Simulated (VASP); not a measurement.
A run of VASP 6.6.1 is set up as follows.

File INCAR:

```
SYSTEM = MgO
PREC = Accurate
ENCUT = 520
EDIFF = 1E-6
ISMEAR = 0
SIGMA = 0.05
LREAL = .False.
LASPH = .True.
NELM = 100
ALGO = Normal
ISIF = 2
LWAVE = .False.
LCHARG = .False.
GGA = PE
NBANDS = 16
```

The input KPOINTS:

```
regular mesh
0
Gamma
  9 9 6
  0 0 0
```

Contents of POSCAR:

```
MgO
1.0
    3.5386683289      0.0000000000      0.0000000000
   -1.7693341645      3.0645766684      0.0000000000
    0.0000000000      0.0000000000      4.3992724665
Mg O
2 2
Direct
    0.6666666667      0.3333333333      0.7500000000
    0.3333333333      0.6666666667      0.2500000000
    0.6666666667      0.3333333333      0.2500000000
    0.3333333333      0.6666666667      0.7500000000
```

Potentials or basis: VASP PAW PBE potentials, release 64 (Mg, O).

Command:

```sh
$ cat potpaw_PBE.64/Mg/POTCAR potpaw_PBE.64/O/POTCAR > POTCAR
$ mpirun -np 1 vasp_std > vasp.out
```

(1) What does it give for the band gap on the k mesh?

(2) Predict the pressure.

Results:

(1) 2.97 eV, direct.

(2) -5.7 GPa.
